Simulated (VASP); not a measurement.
# SrO (Fm-3m) in VASP: notebook

Runs on SrO. Level: PBE. Tasks: single point.

Everything below comes from runs of VASP 6.6.1. Logs are shortened: lines on timing, memory, paths and dates and some standing lists are left out, and cuts for length are marked.

## 1. The cell of the first run

It takes space group Fm-3m (No. 225, cubic). Conventional cell: a = 5.263 Å, b = 5.263 Å, c = 5.263 Å, α = 90.00°, β = 90.00°, γ = 90.00°. Within 3.5 Å of Sr (site symmetry m-3m) lie 6 O at 2.63 Å. Within 3.5 Å of O (site symmetry m-3m) lie 6 Sr at 2.63 Å.

## 2. Single point, PBE (volume scaled by 1.040)

Input file INCAR:

```
ALGO = Normal ; EDIFF = 1E-7
ENCUT = 520 ; GGA = PE
ISIF = 2 ; ISMEAR = 0
LASPH = T ; LCHARG = F
LREAL = F ; LWAVE = F
NBANDS = 15 ; NELM = 80
PREC = Accurate ; SIGMA = 0.05
```

Input file KPOINTS:

```
k-points
0
Gamma
  12 12 12
```

Input file POSCAR:

```
SrO
1.0
    0.0000000000      2.6316946200      2.6316946200
    2.6316946200      0.0000000000      2.6316946200
    2.6316946200      2.6316946200      0.0000000000
Sr O
1 1
Direct
    0.5000000000      0.5000000000      0.5000000000
    0.0000000000      0.0000000000      0.0000000000
```

Potentials or basis: VASP PAW PBE potentials, release 64 (Sr_sv, O).

Launch:

```sh
> cat potpaw_PBE.64/Sr_sv/POTCAR potpaw_PBE.64/O/POTCAR > POTCAR
> mpirun -np 1 vasp_std > vasp.out
```

OUTCAR:

```text
EDIFF = 1E-7
   ENCUT = 520
   GGA = PE
   ISIF = 2
   ISMEAR = 0
   LASPH = T
   LREAL = F
   NELM = 80
   PREC = Accurate

 ion  position               nearest neighbor table
   1  0.500  0.500  0.500-   2 2.63   2 2.63   2 2.63   2 2.63   2 2.63   2 2.63
   2  0.000  0.000  0.000-   1 2.63   1 2.63   1 2.63   1 2.63   1 2.63   1 2.63

  LATTYP: Found a face centered cubic cell.
 ALAT       =     5.2633892400

  Lattice vectors:

 A1 = (   0.0000000000,   2.6316946200,   2.6316946200)
 A2 = (   2.6316946200,   0.0000000000,   2.6316946200)
 A3 = (   2.6316946200,   2.6316946200,   0.0000000000)

Analysis of symmetry for initial positions (statically):
=====================================================================
 Subroutine PRICEL returns:
 Original cell was already a primitive cell.

 Routine SETGRP: Setting up the symmetry group for a
 face centered cubic supercell.

 Subroutine GETGRP returns: Found 48 space group operations
 (whereof 48 operations were pure point group operations)
 out of a pool of 48 trial point group operations.

The static configuration has the point symmetry O_h .

Analysis of symmetry for dynamics (positions and initial velocities):
=====================================================================
 Subroutine PRICEL returns:
 Original cell was already a primitive cell.

 Routine SETGRP: Setting up the symmetry group for a
 face centered cubic supercell.

 Subroutine GETGRP returns: Found 48 space group operations
 (whereof 48 operations were pure point group operations)
 out of a pool of 48 trial point group operations.

The dynamic configuration has the point symmetry O_h .

 Subroutine INISYM returns: Found 48 space group operations
 (whereof 48 operations are pure point group operations),
 and found     1 'primitive' translations

----------------------------------------------------------------------------------------

                                     Primitive cell

  volume of cell :      36.4533

  direct lattice vectors                    reciprocal lattice vectors
     0.000000000  2.631694620  2.631694620    -0.189991649  0.189991649  0.189991649
     2.631694620  0.000000000  2.631694620     0.189991649 -0.189991649  0.189991649
     2.631694620  2.631694620  0.000000000     0.189991649  0.189991649 -0.189991649

  length of vectors
     3.721778224  3.721778224  3.721778224     0.329075189  0.329075189  0.329075189

  position of ions in fractional coordinates (direct lattice)
     0.500000000  0.500000000  0.500000000
     0.000000000  0.000000000  0.000000000
[... 88 lines left out ...]
   NELECT =      16.0000    total number of electrons
   NUPDOWN=      -1.0000    fix difference up-down
   EMIN   =  10.00;   EMAX   =-10.00  energy-range for DOS
   EFERMI =   0.00;   METHOD = LEGACY
   ISMEAR =     0;   SIGMA  =   0.05  broadening in eV -4-tet -1-fermi 0-gaus
   EFERMI_NEDOS =   21; number of points for ismear=-14 and -15
   IALGO  =     38    algorithm
   IMIX   =      4    mixing-type and parameters
     AMIX     =   0.40;   BMIX     =  1.00
     AMIX_MAG =   1.60;   BMIX_MAG =  1.00
  volume/ion in A,a.u.               =      18.23       123.00
  Fermi-wavevector in a.u.,A,eV,Ry     =   1.244140  2.351084 21.060253  1.547885
  Thomas-Fermi vector in A             =   2.378420
   LORBIT       =      0    0 simple, 1 ext, 2 COOP (PROOUT), +10 PAW based schemes
   GGA     = PE    functional components
   LHFCALC =     F    Hartree Fock is set to
   AEXX    =    0.0000 exact exchange contribution
   IVDW    =     0    specifies the selected vdW correction
   LEPSILON=     F    determine dielectric tensor
   LRPA    =     F    only Hartree local field effects (RPA)
 non-spin polarized calculation
 Gauss-broadening in eV      SIGMA  =   0.05
  energy-cutoff  :      520.00
  volume of cell :       36.45
 maximum number of plane-waves:      1002
   NGX = 13   NGY = 13   NGZ = 13

 number of electron      16.0000006 magnetization

 Free energy of the ion-electron system (eV)
  ---------------------------------------------------
  ext. energy  EPLUGINS =         0.00000000
  ---------------------------------------------------
  free energy    TOTEN  =       -12.04583732 eV

  energy without entropy =      -12.04583732  energy(sigma->0) =      -12.04583732

 E-fermi :   1.6095     XC(G=0):  -9.7005

 val. band max:        1.3467582524   @ k =   0.0000   0.0000   0.0000
 cond. band min:       4.6400914415   @ k =   0.5000   0.5000   0.0000
 fundamental gap:      3.2933331892
 Fermi energy:         1.6095315305

 k-point     1 :       0.0000    0.0000    0.0000
  band No.  band energies     occupation
      1     -31.2987      2.00000
      2     -13.6552      2.00000
      3     -13.0006      2.00000
      4     -13.0006      2.00000
      5     -13.0006      2.00000
      6       1.3468      2.00000
      7       1.3468      2.00000
      8       1.3468      2.00000
      9       4.8494      0.00000
     10       7.3964      0.00000
     11       7.3964      0.00000
     12       7.3964      0.00000
     13       9.4107      0.00000
     14       9.4107      0.00000
[... 401 lines left out ...]
      2     -14.9144      2.00000
      3     -13.2486      2.00000
      4     -13.1037      2.00000
      5     -12.0187      2.00000
      6      -0.3511      2.00000
      7       0.4325      2.00000
      8       0.5470      2.00000
      9       7.5382      0.00000
     10       8.1817      0.00000
     11       9.9538      0.00000
     12      10.1847      0.00000
     13      12.3616      0.00000
     14      13.1693      0.00000
     15      14.2105      0.00000

 [... further k-points ...]

------------------------ aborting loop because EDIFF is reached ----------------------------------------

  FORCE on cell =-STRESS in cart. coord.  units (eV):
  Direction    XX          YY          ZZ          XY          YZ          ZX
  --------------------------------------------------------------------------------------
  -------------------------------------------------------------------------------------
  Total       -0.5955528     -0.5955528     -0.5955528      0.0000000      0.0000000      0.0000000
  in kB      -26.1754642    -26.1754642    -26.1754642      0.0000000      0.0000000      0.0000000
  external PRESSURE =     -26.1754642 kB  Pullay stress =       0.0000000 kB

 VOLUME and BASIS-vectors are now :
 -----------------------------------------------------------------------------
  energy-cutoff  :      520.00
  volume of cell :       36.45
      direct lattice vectors                 reciprocal lattice vectors
     0.000000000  2.631694620  2.631694620    -0.189991649  0.189991649  0.189991649
     2.631694620  0.000000000  2.631694620     0.189991649 -0.189991649  0.189991649
     2.631694620  2.631694620  0.000000000     0.189991649  0.189991649 -0.189991649

 POSITION                                       TOTAL-FORCE (eV/Angst)
 -----------------------------------------------------------------------------------
      2.63169      2.63169      2.63169         0.000000      0.000000      0.000000
      0.00000      0.00000      0.00000         0.000000      0.000000     -0.000000
 -----------------------------------------------------------------------------------
    total drift:                                0.000000      0.000000      0.000000

  FREE ENERGIE OF THE ION-ELECTRON SYSTEM (eV)
  ---------------------------------------------------
  free  energy   TOTEN  =       -12.0458373166 eV

  energy  without entropy=      -12.0458373166  energy(sigma->0) =      -12.04583732
```

stdout:

```text
POSCAR found type information on POSCAR SrO
 POSCAR found :  2 types and       2 ions
 scaLAPACK will be used
 LDA part: xc-table for (Slater+PW92), standard interpolation
 POSCAR, INCAR and KPOINTS ok, starting setup
 FFT: planning ... GRIDC
 FFT: planning ... GRID_SOFT
 FFT: planning ... GRID
 WAVECAR not read
 entering main loop
```

It took 84 s on 1 thread of AMD EPYC 7R13, shared host; peak memory 0.15 GiB.

What came out:

| Item | Value |
| --- | --- |
| Free energy | -12.0458 eV |
| Pressure | -2.6 GPa |
| Band gap on the k mesh | 3.29 eV, indirect (least direct gap 3.42 eV) |

 A k mesh can miss the band edges.

## 3. Single point, PBE (volume scaled by 1.070)

Input file INCAR:

```
SYSTEM = SrO
PREC     = Accurate       ! precision mode
ENCUT    = 520            ! plane-wave cutoff, eV
EDIFF    = 1E-7           ! SCF threshold, eV
ISMEAR   = 0              ! smearing method
SIGMA    = 0.05           ! smearing width, eV
LREAL    = .FALSE.        ! projectors in reciprocal space
LASPH    = .TRUE.         ! aspherical terms in the spheres
NELM     = 100            ! most SCF steps
ALGO     = Normal         ! electronic algorithm
ISIF     = 2              ! what is computed and relaxed
LWAVE    = .FALSE.        ! write WAVECAR
LCHARG   = .TRUE.         ! write CHGCAR
GGA      = PE             ! functional
LELF     = .TRUE.         ! ELF
LVHAR    = .TRUE.       
NBANDS   = 15             ! bands
```

Input file KPOINTS:

```
regular mesh
0
G
  12 12 12
  0 0 0
```

Input file POSCAR:

```
SrO
1.0
    0.0000000000      2.6567598868      2.6567598868
    2.6567598868      0.0000000000      2.6567598868
    2.6567598868      2.6567598868      0.0000000000
Sr O
1 1
Direct
    0.5000000000      0.5000000000      0.5000000000
    0.0000000000      0.0000000000      0.0000000000
```

Potentials or basis: VASP PAW PBE potentials, release 64 (Sr_sv, O).

Launch:

```sh
> cat potpaw_PBE.64/Sr_sv/POTCAR potpaw_PBE.64/O/POTCAR > POTCAR
> mpirun -np 1 vasp_std > vasp.out
```

It took 94 s on 1 thread of AMD EPYC 7R13, shared host; peak memory 0.16 GiB.

Results (log left out):

| Item | Value |
| --- | --- |
| Free energy | -12.0228 eV |
| Pressure | -4.5 GPa |
| Band gap on the k mesh | 3.30 eV, indirect (least direct gap 3.32 eV) |

Levels at points of the mesh, in eV from the valence-band top:
| k point | band 4 | band 5 | band 6 | band 7 | band 8 | band 9 | band 10 | band 11 | band 12 | band 13 |
| --- | --- | --- | --- | --- | --- | --- | --- | --- | --- | --- |
| (0.00, 0.00, 0.00) | -14.48 | -14.48 | 0.00 | 0.00 | 0.00 | 3.32 | 5.98 | 5.98 | 5.98 | 7.94 |
| (0.50, 0.00, 0.00) | -14.54 | -13.30 | -1.99 | -0.96 | -0.96 | 6.13 | 7.68 | 8.29 | 8.29 | 10.99 |
| (0.50, 0.50, 0.00) | -14.74 | -14.74 | -0.57 | -0.14 | -0.14 | 3.30 | 7.09 | 9.53 | 9.53 | 10.31 |

## 4. Single point, PBE (volume scaled by 1.100)

Input file INCAR:

```
PREC = Accurate ; ENCUT = 520
EDIFF = 1E-7 ; ISMEAR = 0
SIGMA = 0.05 ; LREAL = F
LASPH = T ; NELM = 80
ALGO = Normal ; ISIF = 2
LWAVE = F ; LCHARG = F
GGA = PE ; NBANDS = 15
```

Input file KPOINTS:

```
regular mesh
0
Gamma
  12 12 12
```

Input file POSCAR:

```
SrO
1.0
    0.0000000000      2.6813609151      2.6813609151
    2.6813609151      0.0000000000      2.6813609151
    2.6813609151      2.6813609151      0.0000000000
Sr O
1 1
Direct
    0.5000000000      0.5000000000      0.5000000000
    0.0000000000      0.0000000000      0.0000000000
```

Potentials or basis: VASP PAW PBE potentials, release 64 (Sr_sv, O).

Launch:

```sh
> cat potpaw_PBE.64/Sr_sv/POTCAR potpaw_PBE.64/O/POTCAR > POTCAR
> mpirun -np 1 vasp_std > vasp.out
```

OUTCAR:

```text
PREC = Accurate
   ENCUT = 520
   EDIFF = 1E-7
   ISMEAR = 0
   LREAL = F
   LASPH = T
   NELM = 80
   ISIF = 2
   GGA = PE

 ion  position               nearest neighbor table
   1  0.500  0.500  0.500-   2 2.68   2 2.68   2 2.68   2 2.68   2 2.68   2 2.68
   2  0.000  0.000  0.000-   1 2.68   1 2.68   1 2.68   1 2.68   1 2.68   1 2.68

  LATTYP: Found a face centered cubic cell.
 ALAT       =     5.3627218302

  Lattice vectors:

 A1 = (   0.0000000000,   2.6813609151,   2.6813609151)
 A2 = (   2.6813609151,   0.0000000000,   2.6813609151)
 A3 = (   2.6813609151,   2.6813609151,   0.0000000000)

Analysis of symmetry for initial positions (statically):
=====================================================================
 Subroutine PRICEL returns:
 Original cell was already a primitive cell.

 Routine SETGRP: Setting up the symmetry group for a
 face centered cubic supercell.

 Subroutine GETGRP returns: Found 48 space group operations
 (whereof 48 operations were pure point group operations)
 out of a pool of 48 trial point group operations.

The static configuration has the point symmetry O_h .

Analysis of symmetry for dynamics (positions and initial velocities):
=====================================================================
 Subroutine PRICEL returns:
 Original cell was already a primitive cell.

 Routine SETGRP: Setting up the symmetry group for a
 face centered cubic supercell.

 Subroutine GETGRP returns: Found 48 space group operations
 (whereof 48 operations were pure point group operations)
 out of a pool of 48 trial point group operations.

The dynamic configuration has the point symmetry O_h .

 Subroutine INISYM returns: Found 48 space group operations
 (whereof 48 operations are pure point group operations),
 and found     1 'primitive' translations

----------------------------------------------------------------------------------------

                                     Primitive cell

  volume of cell :      38.5563

[... 118 lines left out ...]
   LRPA    =     F    only Hartree local field effects (RPA)
 non-spin polarized calculation
 Gauss-broadening in eV      SIGMA  =   0.05
  energy-cutoff  :      520.00
  volume of cell :       38.56
 maximum number of plane-waves:      1056
   NGX = 15   NGY = 15   NGZ = 15

 number of electron      16.0000003 magnetization

 Free energy of the ion-electron system (eV)
  ---------------------------------------------------
  ext. energy  EPLUGINS =         0.00000000
  ---------------------------------------------------
  free energy    TOTEN  =       -11.98806183 eV

  energy without entropy =      -11.98806183  energy(sigma->0) =      -11.98806183

 E-fermi :   1.3137     XC(G=0):  -9.4467

 val. band max:        1.1125537334   @ k =   0.0000   0.0000   0.0000
 cond. band min:       4.2595549510   @ k =   0.0000   0.0000   0.0000
 fundamental gap:      3.1470012176
 Fermi energy:         1.3136633648

 k-point     1 :       0.0000    0.0000    0.0000
  band No.  band energies     occupation
      1     -31.7529      2.00000
      2     -13.8214      2.00000
      3     -13.4944      2.00000
      4     -13.4944      2.00000
      5     -13.4944      2.00000
      6       1.1126      2.00000
      7       1.1126      2.00000
      8       1.1126      2.00000
      9       4.2596      0.00000
     10       7.0242      0.00000
     11       7.0242      0.00000
     12       7.0242      0.00000
     13       8.9230      0.00000
     14       8.9230      0.00000
[... 401 lines left out ...]
      2     -15.0611      2.00000
      3     -13.7003      2.00000
      4     -13.5826      2.00000
      5     -12.4751      2.00000
      6      -0.5117      2.00000
      7       0.2757      2.00000
      8       0.3552      2.00000
      9       7.0776      0.00000
     10       7.6793      0.00000
     11       9.4094      0.00000
     12       9.5214      0.00000
     13      11.6331      0.00000
     14      12.3952      0.00000
     15      13.3139      0.00000

 [... further k-points ...]

------------------------ aborting loop because EDIFF is reached ----------------------------------------

  FORCE on cell =-STRESS in cart. coord.  units (eV):
  Direction    XX          YY          ZZ          XY          YZ          ZX
  --------------------------------------------------------------------------------------
  -------------------------------------------------------------------------------------
  Total       -1.4890282     -1.4890282     -1.4890282     -0.0000000     -0.0000000      0.0000000
  in kB      -61.8753534    -61.8753534    -61.8753534     -0.0000000     -0.0000000      0.0000000
  external PRESSURE =     -61.8753534 kB  Pullay stress =       0.0000000 kB

 VOLUME and BASIS-vectors are now :
 -----------------------------------------------------------------------------
  energy-cutoff  :      520.00
  volume of cell :       38.56
      direct lattice vectors                 reciprocal lattice vectors
     0.000000000  2.681360915  2.681360915    -0.186472473  0.186472473  0.186472473
     2.681360915  0.000000000  2.681360915     0.186472473 -0.186472473  0.186472473
     2.681360915  2.681360915  0.000000000     0.186472473  0.186472473 -0.186472473

 POSITION                                       TOTAL-FORCE (eV/Angst)
 -----------------------------------------------------------------------------------
      2.68136      2.68136      2.68136         0.000000      0.000000      0.000000
      0.00000      0.00000      0.00000         0.000000      0.000000     -0.000000
 -----------------------------------------------------------------------------------
    total drift:                                0.000000      0.000000      0.000000

  FREE ENERGIE OF THE ION-ELECTRON SYSTEM (eV)
  ---------------------------------------------------
  free  energy   TOTEN  =       -11.9880618269 eV

  energy  without entropy=      -11.9880618269  energy(sigma->0) =      -11.98806183
```

It took 95 s on 1 thread of AMD EPYC 7R13, shared host; peak memory 0.15 GiB.

What came out:

- Free energy: -11.9881 eV
- Pressure: -6.2 GPa
- Band gap on the k mesh: 3.15 eV, direct

## 5. Overview

| cell | gap on the mesh (eV) | pressure (GPa) |
| --- | --- | --- |
| a = 3.722 Å, angles 60.0°, 2 atoms | 3.29 | -2.6 |
| a = 3.757 Å, angles 60.0°, 2 atoms | 3.30 | -4.5 |
| a = 3.792 Å, angles 60.0°, 2 atoms | 3.15 | -6.2 |

Alike in all rows: task single point; level PBE; potentials or basis VASP PAW PBE potentials, release 64 (Sr_sv, O); no spin polarisation; k mesh 12 × 12 × 12; cutoff (eV) 520; smearing gaussian 0.05 eV.

Total energies depend on the potentials used, so only differences within one code and one set of settings carry meaning.
